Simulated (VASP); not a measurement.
Here is a VASP 6.6.1 calculation.

The input INCAR:

```
  PREC = Accurate
  ENCUT = 520
  EDIFF = 1E-6
  ISMEAR = -1
  SIGMA = 0.03
  LREAL = F
  LASPH = T
  NELM = 150
  ALGO = Normal
  ISIF = 2
  LWAVE = F
  LCHARG = F
  LNONCOLLINEAR = T
  MAGMOM = 0.838 -0.199 -0.684 1.899 0.057 -0.034 1.466 0.833 -0.214 0.754 -2.017 0.451
  LORBIT = 11
  LMAXMIX = 4
  NBANDS = 66
```

KPOINTS

```
regular mesh
0
Gamma
  3 3 2
```

POSCAR

```
Mn
1.0
    2.8625634000      0.0000000000      0.0000000000
    0.0000000000      2.8625634000      0.0000000000
    0.0000000000      0.0000000000      5.7251268000
Mn
4
Direct
    0.0000000000      0.0000000000      0.0000000000
    0.5000000000      0.5000000000      0.2500000000
    0.0000000000      0.0000000000      0.5000000000
    0.5000000000      0.5000000000      0.7500000000
```

Potentials or basis: VASP PAW LDA potentials, release 64 (Mn_pv).

Command:

```bash
$ cat potpaw_LDA.64/Mn_pv/POTCAR > POTCAR
$ mpirun -np 1 vasp_ncl > vasp.out
```

Question: What does it give for the net moment?

Answer: 0.95 μB per cell.

Question: Predict the band gap on the k mesh.

Answer: Zero (band 52 reaches 9.61 eV, above the bottom of band 53 at 9.21 eV).

Moments on the atoms (μB; x, y, z):
```
Mn   0.22 -0.09 -0.03
Mn   0.22 -0.09 -0.03
Mn   0.22 -0.08 -0.03
Mn   0.22 -0.09 -0.03
```

Caveat: the k points lie up to 0.73 Å⁻¹ apart.
